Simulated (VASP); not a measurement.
# In2O3 (R-3c) in VASP: relaxation of shape and atoms at fixed volume with LDA

Aim: the relaxation of shape and atoms at fixed volume of In2O3 with LDA.

Everything below comes from runs of VASP 6.6.1. Logs are shortened: lines on timing, memory, paths and dates and some standing lists are left out, and cuts for length are marked.

**1. The cell of the first run**

It takes space group R-3c (No. 167, trigonal). The conventional cell has a = 5.332 Å, b = 5.332 Å, c = 13.722 Å, α = 90.00°, β = 90.00°, γ = 120.00°. In (site symmetry 3) has 6 O at 2.05 to 2.18 Å within 2.7 Å. O (site symmetry 2) has 4 In at 2.05 to 2.18 Å within 2.7 Å.

**2. Relaxation of shape and atoms at fixed volume, LDA (volume scaled by 0.91)**

Contents of INCAR:

```
SYSTEM = In2O3
PREC = Accurate
ENCUT = 600
EDIFF = 1E-6
ISMEAR = 0
SIGMA = 0.02
LREAL = .False.
LASPH = .True.
NELM = 60
ALGO = Normal
ISIF = 4
LWAVE = .False.
LCHARG = .False.
IBRION = 2
NSW = 50
EDIFFG = -0.01
```

Contents of KPOINTS:

```
regular mesh
0
Gamma
  6 6 6
  0 0 0
```

Contents of POSCAR:

```
In2O3
1.0
    2.6661227315      1.5392866767      4.5739437170
   -2.6661227315      1.5392866767      4.5739437170
    0.0000000000     -3.0785733535      4.5739437170
In O
4 6
Direct
    0.3598502162      0.3598502162      0.3598502162
    0.1401497838      0.1401497838      0.1401497838
    0.6401497838      0.6401497838      0.6401497838
    0.8598502162      0.8598502162      0.8598502162
    0.5440712660      0.9559287340      0.2500000000
    0.2500000000      0.5440712660      0.9559287340
    0.9559287340      0.2500000000      0.5440712660
    0.4559287340      0.0440712660      0.7500000000
    0.7500000000      0.4559287340      0.0440712660
    0.0440712660      0.7500000000      0.4559287340
```

Potentials or basis: VASP PAW LDA potentials, release 64 (In_d, O).

Run with:

```sh
$ cat potpaw_LDA.64/In_d/POTCAR potpaw_LDA.64/O/POTCAR > POTCAR
$ mpirun -np 1 vasp_std > vasp.out
```

OUTCAR:

```text
SYSTEM = In2O3
   PREC = Accurate
   ENCUT = 600
   EDIFF = 1E-6
   ISMEAR = 0
   LREAL = .False.
   LASPH = .True.
   NELM = 60
   ISIF = 4
   IBRION = 2
   NSW = 50
   EDIFFG = -0.01

 ion  position               nearest neighbor table
   1  0.360  0.360  0.360-  10 2.05   9 2.05   8 2.05   7 2.18   5 2.18   6 2.18   2 3.01   3 3.16
                             3 3.16   3 3.16   2 3.45   2 3.45   2 3.45   4 3.84   4 3.84   4 3.84
   2  0.140  0.140  0.140-   9 2.05  10 2.05   8 2.05   6 2.18   5 2.18   7 2.18   1 3.01   4 3.16
                             4 3.16   4 3.16   1 3.45   1 3.45   1 3.45   3 3.84   3 3.84   3 3.84
   3  0.640  0.640  0.640-   7 2.05   6 2.05   5 2.05  10 2.18   8 2.18   9 2.18   4 3.01   1 3.16
                             1 3.16   1 3.16   4 3.45   4 3.45   4 3.45   2 3.84   2 3.84   2 3.84
   4  0.860  0.860  0.860-   6 2.05   7 2.05   5 2.05   9 2.18   8 2.18  10 2.18   3 3.01   2 3.16
                             2 3.16   2 3.16   3 3.45   3 3.45   3 3.45   1 3.84   1 3.84   1 3.84
   5  0.544  0.956  0.250-   3 2.05   4 2.05   1 2.18   2 2.18
   6  0.250  0.544  0.956-   4 2.05   3 2.05   2 2.18   1 2.18
   7  0.956  0.250  0.544-   3 2.05   4 2.05   1 2.18   2 2.18
   8  0.456  0.044  0.750-   1 2.05   2 2.05   3 2.18   4 2.18
   9  0.750  0.456  0.044-   2 2.05   1 2.05   4 2.18   3 2.18
  10  0.044  0.750  0.456-   1 2.05   2 2.05   3 2.18   4 2.18

  LATTYP: Found a trigonal (rhomboedric) cell.
 ALAT       =     5.5134902756
 COS(alpha) =     0.5323326561

  Lattice vectors:

 A1 = (   2.6661227315,   1.5392866767,   4.5739437170)
 A2 = (  -2.6661227315,   1.5392866767,   4.5739437170)
 A3 = (   0.0000000000,  -3.0785733535,   4.5739437170)

Analysis of symmetry for initial positions (statically):
=====================================================================
 Subroutine PRICEL returns:
 Original cell was already a primitive cell.

 Routine SETGRP: Setting up the symmetry group for a
 trigonal (rhombohedral) supercell.

 Subroutine GETGRP returns: Found 12 space group operations
 (whereof  6 operations were pure point group operations)
 out of a pool of 12 trial point group operations.

The static configuration has the point symmetry S_6 .
 The point group associated with its full space group is D_3d.

Analysis of symmetry for dynamics (positions and initial velocities):
=====================================================================
 Subroutine PRICEL returns:
 Original cell was already a primitive cell.

 Routine SETGRP: Setting up the symmetry group for a
 trigonal (rhombohedral) supercell.

 Subroutine GETGRP returns: Found 12 space group operations
 (whereof  6 operations were pure point group operations)
 out of a pool of 12 trial point group operations.

The dynamic configuration has the point symmetry S_6 .
 The point group associated with its full space group is D_3d.

 Subroutine INISYM returns: Found 12 space group operations
 (whereof  6 operations are pure point group operations),
 and found     1 'primitive' translations

----------------------------------------------------------------------------------------

                                     Primitive cell

  volume of cell :     112.6268

  direct lattice vectors                    reciprocal lattice vectors
     2.666122731  1.539286677  4.573943717     0.187538253  0.108275261  0.072876571
    -2.666122731  1.539286677  4.573943717    -0.187538253  0.108275261  0.072876571
     0.000000000 -3.078573353  4.573943717     0.000000000 -0.216550522  0.072876571

  length of vectors
     5.513490276  5.513490276  5.513490276     0.228484405  0.228484405  0.228484405

  position of ions in fractional coordinates (direct lattice)
     0.359850216  0.359850216  0.359850216
     0.140149784  0.140149784  0.140149784
     0.640149784  0.640149784  0.640149784
     0.859850216  0.859850216  0.859850216
     0.544071266  0.955928734  0.250000000
     0.250000000  0.544071266  0.955928734
     0.955928734  0.250000000  0.544071266
     0.455928734  0.044071266  0.750000000
     0.750000000  0.455928734  0.044071266
     0.044071266  0.750000000  0.455928734

  ion indices of the primitive-cell ions
   primitive index   ion index
                 1           1
                 2           2
                 3           3
                 4           4
                 5           5
                 6           6
                 7           7
                 8           8
                 9           9
                10          10

----------------------------------------------------------------------------------------

 KPOINTS: regular mesh

Automatic generation of k-mesh.
 Grid dimensions read from file:
 generate k-points for:    6    6    6

 Generating k-lattice:

  Cartesian coordinates                     Fractional coordinates (reciprocal lattice)
     0.031256376  0.018045877  0.012146095     0.166666667 -0.000000000  0.000000000
    -0.031256376  0.018045877  0.012146095    -0.000000000  0.166666667  0.000000000
     0.000000000 -0.036091754  0.012146095     0.000000000  0.000000000  0.166666667

  Length of vectors
     0.038080734  0.038080734  0.038080734

  Shift w.r.t. Gamma in fractional coordinates (k-lattice)
     0.000000000  0.000000000  0.000000000

 Subroutine IBZKPT returns following result:
 ===========================================

 Found     32 irreducible k-points:

 Following reciprocal coordinates:
            Coordinates               Weight
  0.000000  0.000000  0.000000      1.000000
  0.166667  0.000000 -0.000000      6.000000
  0.333333  0.000000 -0.000000      6.000000
  0.500000  0.000000  0.000000      3.000000
  0.166667  0.166667 -0.000000      6.000000
  0.333333  0.166667  0.000000     12.000000
[... 16 lines left out ...]
  0.500000  0.500000  0.166667      6.000000
 -0.333333  0.500000  0.166667     12.000000
 [... further k-points ...]
   k-points           NKPTS =     32   k-points in BZ     NKDIM =     32   number of bands    NBANDS=     52
   number of dos      NEDOS =    301   number of ions     NIONS =     10
   total plane-waves  NPLWV = 110592
   dimension x,y,z NGX =    48 NGY =   48 NGZ =   48
   dimension x,y,z NGXF=    96 NGYF=   96 NGZF=   96
   ions per type =               4   6
   NGX,Y,Z   is equivalent  to a cutoff of  14.47, 14.47, 14.47 a.u.
   NGXF,Y,Z  is equivalent  to a cutoff of  28.95, 28.95, 28.95 a.u.
 SYSTEM =  In2O3
   PREC   = accura    normal or accurate (medium, high low for compatibility)
   ISTART =      0    job   : 0-new  1-cont  2-samecut
   ICHARG =      2    charge: 1-file 2-atom 10-const
   ISPIN  =      1    spin polarized calculation?
   LNONCOLLINEAR =      F non collinear calculations
   LSORBIT =      F    spin-orbit coupling
   LASPH  =      T    aspherical Exc in radial PAW
   ENCUT  =  600.0 eV  44.10 Ry    6.64 a.u.  11.01 11.01 11.01*2*pi/ulx,y,z
   NELM   =     60;   NELMIN=  2; NELMDL= -5     # of ELM steps
   EDIFF  = 0.1E-05   stopping-criterion for ELM
   LREAL  =      F    real-space projection
   EDIFFG = -.1E-01   stopping-criterion for IOM
   NSW    =     50    number of steps for IOM
   IBRION =      2    ionic relax: 0-MD 1-quasi-New 2-CG
   NFREE  =      1    steps in history (QN), initial steepest desc. (CG)
   ISIF   =      4    stress and relaxation
   ISYM   =      2    0-nonsym 1-usesym 2-fastsym
   POTIM  = 0.5000    time-step for ionic-motion
   TEBEG  =    0.0;   TEEND  =   0.0 temperature during run
   PSTRESS=    0.0 pullay stress
   NELECT =      88.0000    total number of electrons
   NUPDOWN=      -1.0000    fix difference up-down
   EMIN   =  10.00;   EMAX   =-10.00  energy-range for DOS
   EFERMI =   0.00;   METHOD = LEGACY
   ISMEAR =     0;   SIGMA  =   0.02  broadening in eV -4-tet -1-fermi 0-gaus
   EFERMI_NEDOS =   21; number of points for ismear=-14 and -15
   IALGO  =     38    algorithm
   IMIX   =      4    mixing-type and parameters
     AMIX     =   0.40;   BMIX     =  1.00
     AMIX_MAG =   1.60;   BMIX_MAG =  1.00
  volume/ion in A,a.u.               =      11.26        76.00
  Fermi-wavevector in a.u.,A,eV,Ry     =   1.507840  2.849404 30.933938  2.273580
  Thomas-Fermi vector in A             =   2.618373
   LORBIT       =      0    0 simple, 1 ext, 2 COOP (PROOUT), +10 PAW based schemes
   GGA     = CA    functional components
   LHFCALC =     F    Hartree Fock is set to
   AEXX    =    0.0000 exact exchange contribution
   IVDW    =     0    specifies the selected vdW correction
   LEPSILON=     F    determine dielectric tensor
   LRPA    =     F    only Hartree local field effects (RPA)
 conjugate gradient relaxation of ions
 non-spin polarized calculation
 Gauss-broadening in eV      SIGMA  =   0.02
  energy-cutoff  :      600.00
  volume of cell :      112.63
 maximum number of plane-waves:      3804
 NGX is ok and might be reduce to    48
   NGX = 23   NGY = 23   NGZ = 23

--------------------------------------- Ionic step        1  -------------------------------------------

 number of electron      88.0000011 magnetization

 Free energy of the ion-electron system (eV)
  ---------------------------------------------------
  ext. energy  EPLUGINS =         0.00000000
  ---------------------------------------------------
  free energy    TOTEN  =       -62.95140907 eV

  energy without entropy =      -62.95140907  energy(sigma->0) =      -62.95140907

------------------------ aborting loop because EDIFF is reached ----------------------------------------

  FORCE on cell =-STRESS in cart. coord.  units (eV):
  Direction    XX          YY          ZZ          XY          YZ          ZX
  --------------------------------------------------------------------------------------
  -------------------------------------------------------------------------------------
  Total       15.6307898     15.6307898     14.3868098      0.0000000     -0.0000000      0.0000000
  in kB      222.3564794    222.3564794    204.6601888      0.0000000     -0.0000000      0.0000000
  external PRESSURE =     216.4577159 kB  Pullay stress =       0.0000000 kB
[... 249 lines left out ...]
  energy  without entropy=      -62.9650282161  energy(sigma->0) =      -62.96502822

--------------------------------------- Ionic step        7  -------------------------------------------

 number of electron      87.9999997 magnetization

 Free energy of the ion-electron system (eV)
  ---------------------------------------------------
  ext. energy  EPLUGINS =         0.00000000
  ---------------------------------------------------
  free energy    TOTEN  =       -62.96537963 eV

  energy without entropy =      -62.96537963  energy(sigma->0) =      -62.96537963

 E-fermi :   6.9948     XC(G=0): -12.3886

 val. band max:        6.8382129661   @ k =   0.3333   0.0000  -0.0000
 cond. band min:       8.6478546191   @ k =   0.0000   0.0000   0.0000
 fundamental gap:      1.8096416530
 Fermi energy:         6.9948363314

 k-point     1 :       0.0000    0.0000    0.0000
  band No.  band energies     occupation
      1     -11.4306      2.00000
      2     -10.2143      2.00000
      3     -10.2143      2.00000
      4      -9.9704      2.00000
      5      -9.9704      2.00000
      6      -9.7811      2.00000
[... 1309 lines left out ...]
     51      16.2024      0.00000
     52      16.9039      0.00000

 [... further k-points ...]

------------------------ aborting loop because EDIFF is reached ----------------------------------------

  FORCE on cell =-STRESS in cart. coord.  units (eV):
  Direction    XX          YY          ZZ          XY          YZ          ZX
  --------------------------------------------------------------------------------------
  -------------------------------------------------------------------------------------
  Total       14.3763891     14.3763891     14.3902480      0.0000000     -0.0000000      0.0000000
  in kB      204.5119479    204.5119479    204.7090991      0.0000000     -0.0000000      0.0000000
  external PRESSURE =     204.5776649 kB  Pullay stress =       0.0000000 kB
[... 25 lines left out ...]
  FREE ENERGIE OF THE ION-ELECTRON SYSTEM (eV)
  ---------------------------------------------------
  free  energy   TOTEN  =       -62.9653796292 eV

  energy  without entropy=      -62.9653796292  energy(sigma->0) =      -62.96537963

 reached required accuracy - stopping structural energy minimisation
```

It took 9.4 min on 1 thread of Intel Xeon 6975P-C (Granite Rapids), shared host; peak memory 0.36 GiB.

What came out:

| Item | Value |
| --- | --- |
| Free energy | -62.9654 eV |
| Energy gained by relaxing | 1.4 meV/atom |
| Ionic steps | 7 |
| Pressure after relaxing | 20.5 GPa |
| Band gap on the k mesh | 1.81 eV, indirect (least direct gap 1.82 eV) |

The path:
| step | energy change (eV) | largest force (eV/Å) | pressure (GPa) | volume (Å³) |
| --- | --- | --- | --- | --- |
| 1 | 0.0000 | 0.1110 | 21.65 | 112.63 |
| 2 | -0.0064 | 0.1041 | 21.33 | 112.63 |
| 3 | -0.0124 | 0.0862 | 20.44 | 112.63 |
| 4 | -0.0126 | 0.0899 | 20.58 | 112.63 |
| 5 | -0.0132 | 0.0668 | 20.44 | 112.63 |
| 6 | -0.0136 | 0.0413 | 20.48 | 112.63 |
| 7 | -0.0140 | 0.0014 | 20.46 | 112.63 |

Final structure:
```
CELL_PARAMETERS angstrom
2.68335 1.54924 4.51539
-2.68335 1.54924 4.51539
0.00000 -3.09847 4.51539
ATOMIC_POSITIONS crystal
In 0.36165 0.36165 0.36165
In 0.13835 0.13835 0.13835
In 0.63835 0.63835 0.63835
In 0.86165 0.86165 0.86165
O 0.54282 0.95718 0.25000
O 0.25000 0.54282 0.95718
O 0.95718 0.25000 0.54282
O 0.45718 0.04282 0.75000
O 0.75000 0.45718 0.04282
O 0.04282 0.75000 0.45718
```

Caveat: the cell differs from its parent crystal (volume scaled by 0.91); spin-orbit coupling is left out, which moves the levels of the heavy elements. A k mesh can miss the band edges.
